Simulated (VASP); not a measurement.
# Sb (R-3m) in VASP: relaxation of cell and atoms with PBE

Aim: the relaxation of cell and atoms of Sb with PBE.

All numbers are computed with VASP 6.6.1; they aren't measurements. Logs are shortened: lines on timing, memory, paths and dates and some standing lists are left out, and cuts for length are marked.

## Step 1: The cell of the first run

The structure is trigonal, space group R-3m (No. 166). The conventional cell has a = 4.301 Å, b = 4.301 Å, c = 11.232 Å, α = 90.00°, β = 90.00°, γ = 120.00°. Sb (site symmetry 3m) has 6 Sb at 2.90 to 3.34 Å within 3.8 Å.

## Step 2: Relaxation of cell and atoms, PBE

File INCAR:

```
SYSTEM = Sb
PREC = Accurate ; ENCUT = 600
EDIFF = 1E-7 ; ISMEAR = 0
SIGMA = 0.1 ; LREAL = .FALSE.
LASPH = .TRUE. ; NELM = 100
ALGO = Normal ; ISIF = 3
LWAVE = .FALSE. ; LCHARG = .FALSE.
GGA = PE ; IBRION = 2
NSW = 100 ; EDIFFG = -0.002
```

File KPOINTS:

```
regular mesh
0
G
  12 12 12
  0 0 0
```

File POSCAR:

```
Sb
1.0
    2.1506000000      1.2416494900      3.7440000000
   -2.1506000000      1.2416494900      3.7440000000
    0.0000000000     -2.4832989800      3.7440000000
Sb
2
Direct
    0.2336400000      0.2336400000      0.2336400000
    0.7663600000      0.7663600000      0.7663600000
```

Potentials or basis: VASP PAW PBE potentials, release 64 (Sb).

Started as:

```
cat potpaw_PBE.64/Sb/POTCAR > POTCAR
mpirun -np 1 vasp_std > vasp.out
```

OUTCAR:

```text
SYSTEM = Sb
   PREC = Accurate
   ENCUT = 600
   EDIFF = 1E-7
   ISMEAR = 0
   LREAL = .FALSE.
   LASPH = .TRUE.
   NELM = 100
   ISIF = 3
   GGA = PE
   IBRION = 2
   NSW = 100
   EDIFFG = -0.002

 ion  position               nearest neighbor table
   1  0.234  0.234  0.234-   2 2.90   2 2.90   2 2.90   2 3.34   2 3.34   2 3.34
   2  0.766  0.766  0.766-   1 2.90   1 2.90   1 2.90   1 3.34   1 3.34   1 3.34

  LATTYP: Found a trigonal (rhomboedric) cell.
 ALAT       =     4.4926951617
 COS(alpha) =     0.5417152821

  Lattice vectors:

 A1 = (   2.1506000000,   1.2416494900,   3.7440000000)
 A2 = (  -2.1506000000,   1.2416494900,   3.7440000000)
 A3 = (   0.0000000000,  -2.4832989800,   3.7440000000)

Analysis of symmetry for initial positions (statically):
=====================================================================
 Subroutine PRICEL returns:
 Original cell was already a primitive cell.

 Routine SETGRP: Setting up the symmetry group for a
 trigonal (rhombohedral) supercell.

 Subroutine GETGRP returns: Found 12 space group operations
 (whereof 12 operations were pure point group operations)
 out of a pool of 12 trial point group operations.

The static configuration has the point symmetry D_3d.

Analysis of symmetry for dynamics (positions and initial velocities):
=====================================================================
 Subroutine PRICEL returns:
 Original cell was already a primitive cell.

 Routine SETGRP: Setting up the symmetry group for a
 trigonal (rhombohedral) supercell.

 Subroutine GETGRP returns: Found 12 space group operations
 (whereof 12 operations were pure point group operations)
 out of a pool of 12 trial point group operations.

The dynamic configuration has the point symmetry D_3d.

 Subroutine INISYM returns: Found 12 space group operations
 (whereof 12 operations are pure point group operations),
 and found     1 'primitive' translations

----------------------------------------------------------------------------------------

                                     Primitive cell

  volume of cell :      59.9854

  direct lattice vectors                    reciprocal lattice vectors
     2.150600000  1.241649490  3.744000000     0.232493258  0.134230045  0.089031339
    -2.150600000  1.241649490  3.744000000    -0.232493258  0.134230045  0.089031339
     0.000000000 -2.483298980  3.744000000     0.000000000 -0.268460090  0.089031339

  length of vectors
     4.492695162  4.492695162  4.492695163     0.282838115  0.282838115  0.282838115
[... 112 lines left out ...]
 conjugate gradient relaxation of ions
 non-spin polarized calculation
 Gauss-broadening in eV      SIGMA  =   0.10
  energy-cutoff  :      600.00
  volume of cell :       59.99
 maximum number of plane-waves:      2034
   NGX = 17   NGY = 17   NGZ = 17

--------------------------------------- Ionic step        1  -------------------------------------------

 number of electron      10.0000000 magnetization

 Free energy of the ion-electron system (eV)
  ---------------------------------------------------
  ext. energy  EPLUGINS =         0.00000000
  ---------------------------------------------------
  free energy    TOTEN  =        -8.24361734 eV

  energy without entropy =       -8.24308177  energy(sigma->0) =       -8.24334955

------------------------ aborting loop because EDIFF is reached ----------------------------------------

  FORCE on cell =-STRESS in cart. coord.  units (eV):
  Direction    XX          YY          ZZ          XY          YZ          ZX
  --------------------------------------------------------------------------------------
  -------------------------------------------------------------------------------------
  Total        1.2626961      1.2626961      1.0494381      0.0000000      0.0000000      0.0000000
  in kB       33.7259110     33.7259110     28.0299081      0.0000000      0.0000000      0.0000000
  external PRESSURE =      31.8272434 kB  Pullay stress =       0.0000000 kB
[... 89 lines left out ...]
  FREE ENERGIE OF THE ION-ELECTRON SYSTEM (eV)
  ---------------------------------------------------
  free  energy   TOTEN  =        -8.2746862524 eV

  energy  without entropy=       -8.2740507995  energy(sigma->0) =       -8.27436853

[... ionic steps 4 to 8 ...]

--------------------------------------- Ionic step        9  -------------------------------------------

 number of electron      10.0000000 magnetization

------------------------ aborting loop because EDIFF is reached ----------------------------------------
[... 67 lines left out ...]
--------------------------------------- Ionic step       11  -------------------------------------------

 number of electron      10.0000000 magnetization

 Free energy of the ion-electron system (eV)
  ---------------------------------------------------
  ext. energy  EPLUGINS =         0.00000000
  ---------------------------------------------------
  free energy    TOTEN  =        -8.27555289 eV

  energy without entropy =       -8.27490482  energy(sigma->0) =       -8.27522885

 E-fermi :   6.6159     XC(G=0):  -9.3128

 val. band max:        6.5425226440   @ k =   0.4167   0.0833   0.0833
 cond. band min:       6.6274407743   @ k =   0.3333   0.1667   0.1667
 fundamental gap:      0.0849181304
 Fermi energy:         6.6158778543

 k-point     1 :       0.0000    0.0000    0.0000
  band No.  band energies     occupation
      1      -5.6782      2.00000
      2       1.6147      2.00000
      3       4.7207      2.00000
      4       4.9629      2.00000
      5       4.9629      2.00000
      6       8.6728      0.00000
      7       9.2674      0.00000
      8       9.2674      0.00000
      9      11.8109      0.00000
[... 265 lines left out ...]
 k-point    24 :      -0.4167    0.1667   -0.0000
  band No.  band energies     occupation
      1      -3.3119      2.00000
      2      -2.6051      2.00000
      3       3.1369      2.00000
      4       4.5157      2.00000
      5       5.0522      2.00000
      6       7.6076      0.00000
      7       7.8620      0.00000
      8       9.6167      0.00000
      9      13.1390      0.00000

 [... further k-points ...]

------------------------ aborting loop because EDIFF is reached ----------------------------------------

  FORCE on cell =-STRESS in cart. coord.  units (eV):
  Direction    XX          YY          ZZ          XY          YZ          ZX
  --------------------------------------------------------------------------------------
  -------------------------------------------------------------------------------------
  Total        0.0014636      0.0014636      0.0016682      0.0000000     -0.0000000      0.0000000
  in kB        0.0369089      0.0369089      0.0420679      0.0000000     -0.0000000      0.0000000
  external PRESSURE =       0.0386286 kB  Pullay stress =       0.0000000 kB
[... 17 lines left out ...]
  FREE ENERGIE OF THE ION-ELECTRON SYSTEM (eV)
  ---------------------------------------------------
  free  energy   TOTEN  =        -8.2755528869 eV

  energy  without entropy=       -8.2749048171  energy(sigma->0) =       -8.27522885

 reached required accuracy - stopping structural energy minimisation
```

OSZICAR:

```text
N       E                     dE             d eps       ncg     rms          rms(c)
DAV:   1     0.426278034561E+02    0.42628E+02   -0.40691E+03  3402   0.989E+02
DAV:   2    -0.633623924992E+01   -0.48964E+02   -0.47914E+02  4659   0.130E+02
[... 77 lines left out ...]
  10 F= -.82755483E+01 E0= -.82752229E+01  d E =0.388182E-05
       N       E                     dE             d eps       ncg     rms          rms(c)
DAV:   1    -0.827555773964E+01   -0.93774E-05   -0.17103E-04  3623   0.705E-02    0.109E-02
DAV:   2    -0.827555415067E+01    0.35890E-05   -0.37072E-06  3537   0.135E-02    0.628E-03
DAV:   3    -0.827555288267E+01    0.12680E-05   -0.44701E-06  3552   0.109E-02    0.184E-03
DAV:   4    -0.827555288690E+01   -0.42223E-08   -0.43755E-08  1811   0.195E-03
  11 F= -.82755529E+01 E0= -.82752289E+01  d E =-.663426E-06
```

CONTCAR:

```text
Sb
   1.00000000000000
     2.1887895565412445    1.2636982408068369    3.8283282156053486
    -2.1887895565412445    1.2636982408068369    3.8283282156053486
    -0.0000000000000000   -2.5273964816136738    3.8283282156053486
  Sb
     2
Direct
     0.2332591751113555    0.2332591751113555    0.2332591751113555
     0.7667408248886446    0.7667408248886446    0.7667408248886446

  0.00000000E+00  0.00000000E+00  0.00000000E+00
  0.00000000E+00  0.00000000E+00  0.00000000E+00
```

Run time: 3.4 min. Hardware: 1 thread of Intel Xeon 6975P-C (Granite Rapids), shared host; peak memory 0.31 GiB.

What came out:

```yaml
Free_energy: -8.2756 eV
Relaxed_volume: 31.77 Å³/atom
Relaxed_cell: a = 4.587 Å, b = 4.587 Å, c = 4.587 Å, α = 57.00°, β = 57.00°, γ = 57.00°
Space_group_after_relaxing_to_0.1_Å: R-3m (No. 166)
Energy_gained_by_relaxing: 16.0 meV/atom
Ionic_steps: 11
Pressure_after_relaxing: 0.0 GPa
Band_gap_on_the_k_mesh: zero (bands 5 and 6 overlap by 0.19 eV)
```

Step by step:
| step | energy change (eV) | largest force (eV/Å) | pressure (GPa) | volume (Å³) |
| --- | --- | --- | --- | --- |
| 1 | 0.0000 | 0.2616 | 3.18 | 59.99 |
| 2 | -0.0168 | 0.2557 | -1.75 | 65.31 |
| 3 | -0.0311 | 0.0624 | 0.05 | 63.06 |
| 4 | -0.0314 | 0.0449 | 0.03 | 63.15 |
| 5 | -0.0317 | 0.0118 | 0.01 | 63.33 |
| 6 | -0.0318 | 0.0031 | 0.00 | 63.41 |
| 7 | -0.0319 | 0.0025 | 0.01 | 63.46 |
| 8 | -0.0319 | 0.0018 | 0.01 | 63.51 |
| 9 | -0.0319 | 0.0017 | 0.02 | 63.52 |
| 10 | -0.0319 | 0.0039 | -0.03 | 63.58 |
| 11 | -0.0319 | 0.0004 | 0.00 | 63.53 |

Final structure:
```yaml
crystal:
  lattice:
    - [2.18879, 1.26370, 3.82833]
    - [-2.18879, 1.26370, 3.82833]
    - [0.00000, -2.52740, 3.82833]
  atoms:
    - { symbol: Sb, position: [0.23326, 0.23326, 0.23326] }
    - { symbol: Sb, position: [0.76674, 0.76674, 0.76674] }
```

Levels at points of the mesh, in eV from the Fermi level:
```tsv
k point	band 2	band 3	band 4	band 5	band 6	band 7	band 8	band 9
(0.00, 0.00, 0.00)	-5.00	-1.90	-1.65	-1.65	2.06	2.65	2.65	5.20
(0.50, 0.00, 0.00)	-9.36	-1.80	-1.70	-0.22	-0.18	0.27	0.63	7.53
(0.50, 0.50, 0.00)	-7.90	-5.09	-3.47	-3.39	1.72	4.72	5.35	6.55
(0.50, 0.50, 0.50)	-8.69	-1.20	-1.20	-0.50	0.26	0.26	1.11	6.92
```

Caveat: spin-orbit coupling is left out, which moves the levels of the heavy elements. Zero-point motion and thermal expansion aren't in these numbers.

The gap in the log of VASP goes by the Fermi energy; the results here count the filled bands.